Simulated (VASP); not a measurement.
# Hf (P6_3/mmc) in VASP: a series of runs, part 2 of 2

VASP 6.6.1.

**3. Relaxation of cell and atoms, PBE**

This run uses another cell than the first one, of 23.13 Å³/atom, 1.026 times its volume.

File INCAR:

```
SYSTEM = Hf
PREC     = Accurate       ! precision mode
ENCUT    = 500            ! plane-wave cutoff, eV
EDIFF    = 1E-7           ! SCF threshold, eV
ISMEAR   = 0              ! smearing method
SIGMA    = 0.1            ! smearing width, eV
LREAL    = .False.        ! projectors in reciprocal space
LASPH    = .True.         ! aspherical terms in the spheres
NELM     = 120            ! most SCF steps
ALGO     = Normal         ! electronic algorithm
ISIF     = 3              ! what is computed and relaxed
LWAVE    = .False.        ! write WAVECAR
LCHARG   = .False.        ! write CHGCAR
GGA      = PE             ! functional
IBRION   = 2              ! ionic algorithm
NSW      = 100            ! ionic steps
EDIFFG   = -0.005         ! ionic threshold
GGA_COMPAT= .False.      
NELMIN   = 4
```

File KPOINTS:

```
Automatic mesh
0
Gamma
  15 15 8
  0 0 0
```

File POSCAR:

```
Hf
1.0
    3.2300000000      0.0000000000      0.0000000000
   -1.6150000000      2.7972620542      0.0000000000
    0.0000000000      0.0000000000      5.1200000000
Hf
2
Direct
    0.3333333333      0.6666666667      0.2500000000
    0.6666666667      0.3333333333      0.7500000000
```

Potentials or basis: VASP PAW PBE potentials, release 64 (Hf_pv).

The run is started by

```console
cat potpaw_PBE.64/Hf_pv/POTCAR > POTCAR
mpirun -np 1 vasp_std > vasp.out
```

OUTCAR:

```text
SYSTEM = Hf
   PREC = Accurate
   ENCUT = 500
   EDIFF = 1E-7
   ISMEAR = 0
   LREAL = .False.
   LASPH = .True.
   NELM = 120
   ISIF = 3
   GGA = PE
   IBRION = 2
   NSW = 100
   EDIFFG = -0.005
   NELMIN = 4

 ion  position               nearest neighbor table
   1  0.333  0.667  0.250-   2 3.17   2 3.17   2 3.17   2 3.17   2 3.17   2 3.17
   2  0.667  0.333  0.750-   1 3.17   1 3.17   1 3.17   1 3.17   1 3.17   1 3.17

  LATTYP: Found a hexagonal cell.
 ALAT       =     3.2300000000
 C/A-ratio  =     1.5851393189

  Lattice vectors:

 A1 = (   3.2300000000,   0.0000000000,   0.0000000000)
 A2 = (  -1.6150000000,   2.7972620542,   0.0000000000)
 A3 = (   0.0000000000,   0.0000000000,   5.1200000000)

Analysis of symmetry for initial positions (statically):
=====================================================================
 Subroutine PRICEL returns:
 Original cell was already a primitive cell.

 Routine SETGRP: Setting up the symmetry group for a
 hexagonal supercell.

 Subroutine GETGRP returns: Found 24 space group operations
 (whereof 12 operations were pure point group operations)
 out of a pool of 24 trial point group operations.

The static configuration has the point symmetry D_3d.
 The point group associated with its full space group is D_6h.

Analysis of symmetry for dynamics (positions and initial velocities):
=====================================================================
 Subroutine PRICEL returns:
 Original cell was already a primitive cell.

 Routine SETGRP: Setting up the symmetry group for a
 hexagonal supercell.

 Subroutine GETGRP returns: Found 24 space group operations
 (whereof 12 operations were pure point group operations)
 out of a pool of 24 trial point group operations.

The dynamic configuration has the point symmetry D_3d.
 The point group associated with its full space group is D_6h.

 Subroutine INISYM returns: Found 24 space group operations
 (whereof 12 operations are pure point group operations),
 and found     1 'primitive' translations

----------------------------------------------------------------------------------------

                                     Primitive cell

  volume of cell :      46.2600

  direct lattice vectors                    reciprocal lattice vectors
     3.230000000  0.000000000  0.000000000     0.309597523  0.178746213  0.000000000
    -1.615000000  2.797262054  0.000000000     0.000000000  0.357492427  0.000000000
     0.000000000  0.000000000  5.120000000     0.000000000  0.000000000  0.195312500

  length of vectors
     3.230000000  3.230000000  5.120000000     0.357492427  0.357492427  0.195312500

  position of ions in fractional coordinates (direct lattice)
     0.333333333  0.666666667  0.250000000
     0.666666667  0.333333333  0.750000000

  ion indices of the primitive-cell ions
   primitive index   ion index
                 1           1
                 2           2

----------------------------------------------------------------------------------------

 KPOINTS: Automatic mesh

Automatic generation of k-mesh.
 Grid dimensions read from file:
 generate k-points for:   15   15    8

 Generating k-lattice:
[... 55 lines left out ...]
   ICHARG =      2    charge: 1-file 2-atom 10-const
   ISPIN  =      1    spin polarized calculation?
   LNONCOLLINEAR =      F non collinear calculations
   LSORBIT =      F    spin-orbit coupling
   LASPH  =      T    aspherical Exc in radial PAW
   ENCUT  =  500.0 eV  36.75 Ry    6.06 a.u.   5.89  5.89  9.33*2*pi/ulx,y,z
   NELM   =    120;   NELMIN=  4; NELMDL= -5     # of ELM steps
   EDIFF  = 0.1E-06   stopping-criterion for ELM
   LREAL  =      F    real-space projection
   EDIFFG = -.5E-02   stopping-criterion for IOM
   NSW    =    100    number of steps for IOM
   IBRION =      2    ionic relax: 0-MD 1-quasi-New 2-CG
   NFREE  =      1    steps in history (QN), initial steepest desc. (CG)
   ISIF   =      3    stress and relaxation
   ISYM   =      2    0-nonsym 1-usesym 2-fastsym
   POTIM  = 0.5000    time-step for ionic-motion
   TEBEG  =    0.0;   TEEND  =   0.0 temperature during run
   PSTRESS=    0.0 pullay stress
   NELECT =      20.0000    total number of electrons
   NUPDOWN=      -1.0000    fix difference up-down
   EMIN   =  10.00;   EMAX   =-10.00  energy-range for DOS
   EFERMI =   0.00;   METHOD = LEGACY
   ISMEAR =     0;   SIGMA  =   0.10  broadening in eV -4-tet -1-fermi 0-gaus
   EFERMI_NEDOS =   21; number of points for ismear=-14 and -15
   IALGO  =     38    algorithm
   IMIX   =      4    mixing-type and parameters
     AMIX     =   0.40;   BMIX     =  1.00
     AMIX_MAG =   1.60;   BMIX_MAG =  1.00
  volume/ion in A,a.u.               =      23.13       156.09
  Fermi-wavevector in a.u.,A,eV,Ry     =   1.237893  2.339278 20.849268  1.532378
  Thomas-Fermi vector in A             =   2.372441
   LORBIT       =      0    0 simple, 1 ext, 2 COOP (PROOUT), +10 PAW based schemes
   GGA     = PE    functional components
   LHFCALC =     F    Hartree Fock is set to
   AEXX    =    0.0000 exact exchange contribution
   IVDW    =     0    specifies the selected vdW correction
   LEPSILON=     F    determine dielectric tensor
   LRPA    =     F    only Hartree local field effects (RPA)
 conjugate gradient relaxation of ions
 non-spin polarized calculation
 Gauss-broadening in eV      SIGMA  =   0.10
  energy-cutoff  :      500.00
  volume of cell :       46.26
 maximum number of plane-waves:      1194
 NGX is ok and might be reduce to    24
   NGX = 11   NGY = 11   NGZ = 19

--------------------------------------- Ionic step        1  -------------------------------------------

 number of electron      20.0000006 magnetization

 Free energy of the ion-electron system (eV)
  ---------------------------------------------------
  ext. energy  EPLUGINS =         0.00000000
  ---------------------------------------------------
  free energy    TOTEN  =       -19.84043286 eV

  energy without entropy =      -19.83307364  energy(sigma->0) =      -19.83675325

------------------------ aborting loop because EDIFF is reached ----------------------------------------

  FORCE on cell =-STRESS in cart. coord.  units (eV):
  Direction    XX          YY          ZZ          XY          YZ          ZX
  --------------------------------------------------------------------------------------
  -------------------------------------------------------------------------------------
  Total       -0.8576028     -0.8576028     -0.9855657     -0.0000000     -0.0000000      0.0000000
  in kB      -29.7023729    -29.7023729    -34.1342643     -0.0000000     -0.0000000      0.0000000
  external PRESSURE =     -31.1796700 kB  Pullay stress =       0.0000000 kB
[... 239 lines left out ...]
--------------------------------------- Ionic step        8  -------------------------------------------

 number of electron      20.0000004 magnetization

 Free energy of the ion-electron system (eV)
  ---------------------------------------------------
  ext. energy  EPLUGINS =         0.00000000
  ---------------------------------------------------
  free energy    TOTEN  =       -19.85423965 eV

  energy without entropy =      -19.84703786  energy(sigma->0) =      -19.85063876

 E-fermi :   4.9055     XC(G=0): -11.2686

 val. band max:        4.8934243453   @ k =   0.1333   0.0000   0.0000
 cond. band min:       4.9238077257   @ k =   0.1333   0.0667   0.2500
 fundamental gap:      0.0303833804
 Fermi energy:         4.9055190197

 k-point     1 :       0.0000    0.0000    0.0000
  band No.  band energies     occupation
      1     -26.1854      2.00000
      2     -25.4472      2.00000
      3     -25.4472      2.00000
      4     -25.3255      2.00000
      5     -25.3198      2.00000
      6     -25.3198      2.00000
      7      -2.4739      2.00000
      8       1.2015      2.00000
      9       5.5376      0.00000
     10       6.0739      0.00000
     11       6.0739      0.00000
     12       6.3649      0.00000
     13       6.8953      0.00000
     14       6.8953      0.00000
[... 377 lines left out ...]
      1     -25.9500      2.00000
      2     -25.8079      2.00000
      3     -25.7647      2.00000
      4     -25.7183      2.00000
      5     -25.5917      2.00000
      6     -25.5339      2.00000
      7       2.3154      2.00000
      8       2.7573      2.00000
      9       2.9389      2.00000
     10       3.6600      2.00000
     11       5.2935      0.00000
     12       5.5443      0.00000
     13       6.7550      0.00000
     14       9.9514      0.00000

 [... further k-points ...]

------------------------ aborting loop because EDIFF is reached ----------------------------------------

  FORCE on cell =-STRESS in cart. coord.  units (eV):
  Direction    XX          YY          ZZ          XY          YZ          ZX
  --------------------------------------------------------------------------------------
  -------------------------------------------------------------------------------------
  Total        0.0012463      0.0012463      0.0018320      0.0000000      0.0000000     -0.0000000
  in kB        0.0444827      0.0444827      0.0653892      0.0000000      0.0000000     -0.0000000
  external PRESSURE =       0.0514516 kB  Pullay stress =       0.0000000 kB
[... 17 lines left out ...]
  FREE ENERGIE OF THE ION-ELECTRON SYSTEM (eV)
  ---------------------------------------------------
  free  energy   TOTEN  =       -19.8542396531 eV

  energy  without entropy=      -19.8470378630  energy(sigma->0) =      -19.85063876

 reached required accuracy - stopping structural energy minimisation
```

Wall time 2.9 min (1 thread of Intel Xeon 6975P-C, shared host); peak memory 0.22 GiB.

Results:

* Free energy: -19.8542 eV
* Relaxed volume: 22.44 Å³/atom
* Relaxed cell: a = 3.201 Å, b = 3.201 Å, c = 5.058 Å, α = 90.00°, β = 90.00°, γ = 120.00°
* Space group after relaxing (to 0.05 Å): P6_3/mmc (No. 194)
* Energy gained by relaxing: 6.9 meV/atom
* Ionic steps: 8
* Pressure after relaxing: 0.0 GPa
* Band gap on the k mesh: zero (band 10 reaches 6.07 eV, above the bottom of band 11 at 4.46 eV)

The path:
```
step  energy change (eV)  largest force (eV/Å)  pressure (GPa)  volume (Å³)
   1              0.0000                0.0000           -3.12        46.26
   2              0.0060                0.0000            4.14        43.31
   3             -0.0138                0.0000           -0.01        44.89
   4             -0.0138                0.0000            0.05        44.87
   5             -0.0138                0.0000            0.05        44.87
   6             -0.0138                0.0000            0.05        44.87
   7             -0.0138                0.0000           -0.06        44.91
   8             -0.0138                0.0000            0.01        44.89
```

Final structure:
```
CELL_PARAMETERS angstrom
3.20125 0.00000 0.00000
-1.60062 2.77236 0.00000
0.00000 0.00000 5.05772
ATOMIC_POSITIONS crystal
Hf 0.33333 0.66667 0.25000
Hf 0.66667 0.33333 0.75000
```

Levels at points of the mesh, in eV from the Fermi level:
| k point | band 6 | band 7 | band 8 | band 9 | band 10 | band 11 | band 12 | band 13 | band 14 |
| --- | --- | --- | --- | --- | --- | --- | --- | --- | --- |
| (0.00, 0.00, 0.00) | -30.23 | -7.38 | -3.70 | 0.63 | 1.17 | 1.17 | 1.46 | 1.99 | 1.99 |
| (0.00, 0.00, 0.50) | -30.29 | -5.40 | -5.40 | 0.14 | 0.14 | 1.06 | 1.06 | 1.06 | 1.06 |

Caveat: spin-orbit coupling is left out, which moves the levels of the heavy elements.

**4. Single point, PBE**

This run uses another cell than the first one, of 23.13 Å³/atom, 1.026 times its volume.

File INCAR:

```
SYSTEM = Hf
ALGO = Normal
EDIFF = 1E-6
ENCUT = 500
GGA = PE
GGA_COMPAT = .FALSE.
ISIF = 2
ISMEAR = 0
LASPH = .TRUE.
LCHARG = .TRUE.
LELF = .TRUE.
LREAL = .FALSE.
LVHAR = .TRUE.
LWAVE = .FALSE.
NBANDS = 17
NELM = 120
PREC = Accurate
SIGMA = 0.1
```

File KPOINTS:

```
k-points
0
G
  6 6 4
  0 0 0
```

POSCAR is that of step 3.

The run is started by

```console
cat potpaw_PBE.64/Hf_pv/POTCAR > POTCAR
mpirun -np 1 vasp_std > vasp.out
```

Run time: 12 s. Hardware: 1 thread of AMD EPYC 7R13 (Zen 3), shared host; peak memory 0.13 GiB.

The run converged. Its results:

| Quantity | Value |
| --- | --- |
| Free energy | -19.8169 eV |
| Pressure | -2.8 GPa |
| Band gap on the k mesh | zero (band 10 reaches 5.86 eV, above the bottom of band 11 at 4.46 eV) |

Stress tensor (GPa, compression positive):
```
-3.03  0.00  0.00
 0.00 -3.03  0.00
 0.00  0.00 -2.40
```

Levels at points of the mesh, in eV from the Fermi level:
```csv
k point,band 7,band 8,band 9,band 10,band 11,band 12,band 13,band 14
"(0.00, 0.00, 0.00)",-7.31,-3.66,0.48,1.12,1.12,1.38,1.90,1.90
"(0.50, 0.00, 0.00)",-3.34,-2.68,-2.17,-0.89,0.77,0.78,1.56,5.63
"(0.00, 0.00, 0.50)",-5.40,-5.40,0.11,0.11,1.02,1.02,1.02,1.02
"(0.50, 0.00, 0.50)",-3.35,-3.35,-0.98,-0.98,1.03,1.03,2.54,2.54
```

Caveat: the k points lie up to 0.37 Å⁻¹ apart; spin-orbit coupling is left out, which moves the levels of the heavy elements.

**5. Overview**

```csv
task,cell,k mesh,gap on the mesh (eV),pressure (GPa)
single point,"a = 3.205, b = 3.205, c = 5.068 Å, angles 90.0, 90.0, 120.0°, 2 atoms",15 × 15 × 8,none,-0.4
relaxation of cell and atoms,"relaxed from a = 3.230, b = 3.230, c = 5.120 Å, angles 90.0, 90.0, 120.0°, 2 atoms",15 × 15 × 8,none,0.0
single point,"a = 3.230, b = 3.230, c = 5.120 Å, angles 90.0, 90.0, 120.0°, 2 atoms",6 × 6 × 4,none,-2.8
```

Alike in all rows: level PBE; potentials or basis VASP PAW PBE potentials, release 64 (Hf_pv); no spin polarisation; cutoff (eV) 500; smearing gaussian 0.1 eV.

Caveats: some runs use coarse meshes; spin-orbit coupling is left out, which moves the levels of the heavy elements.

Absolute energies hang on the potentials; compare differences alone.
